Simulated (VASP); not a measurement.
## Rb: single point with LDA

Rb:

```xyz
2
Lattice="2.5382 -4.4447 0.0000 2.5382 4.4447 0.0000 0.0000 0.0000 8.0256" Properties=species:S:1:pos:R:3 pbc="T T T"
Rb    2.5382   -3.0198    6.0192
Rb    2.5382    3.0198    2.0064
```

```yaml
Program: VASP 6.6.1
Task: single point
Functional: LDA
Potentials_or_basis: VASP PAW LDA potentials, release 64 (Rb_sv)
Cutoff: 520 eV
k_mesh: 8 × 8 × 4
Occupations: fermi-dirac, width 0.1 eV
Spin: no spin polarisation
Dipole_correction: no
Further_INCAR_settings: ALGO = Normal; EDIFF = 1e-06; NBANDS = 16
```

| Quantity | Value |
| --- | --- |
| Pressure | -0.4 GPa |
| Largest force | 0.005 eV/Å |
| Band gap on the k mesh | zero (bands 9 and 10 overlap by 2.11 eV) |

Forces on the atoms (eV/Å):
```
Rb   0.000  0.005  0.000
Rb   0.000 -0.005  0.000
```

Stress tensor (GPa, compression positive):
```
-0.43  0.00  0.00
 0.00 -0.42  0.00
 0.00  0.00 -0.33
```

Levels at points of the mesh, in eV from the Fermi level:
| k point | band 7 | band 8 | band 9 | band 10 | band 11 | band 12 |
| --- | --- | --- | --- | --- | --- | --- |
| (0.00, 0.00, 0.00) | -12.86 | -12.86 | -1.96 | 0.22 | 0.86 | 3.31 |
| (0.50, 0.00, 0.00) | -12.88 | -12.87 | -0.01 | 0.35 | 1.38 | 1.55 |
| (0.50, 0.50, 0.00) | -12.89 | -12.87 | -0.01 | 0.29 | 1.42 | 1.59 |
| (0.00, 0.00, 0.50) | -12.87 | -12.87 | -1.25 | -1.25 | 2.46 | 2.46 |
| (0.50, 0.00, 0.50) | -12.88 | -12.88 | 0.41 | 0.41 | 0.96 | 0.96 |
| (0.50, 0.50, 0.50) | -12.88 | -12.88 | 0.37 | 0.37 | 0.96 | 0.96 |

Wall time 74 s on 1 thread of Intel(R) Xeon(R) 6975P-C (Granite Rapids), with other jobs on the host, peak memory 0.31 GiB.
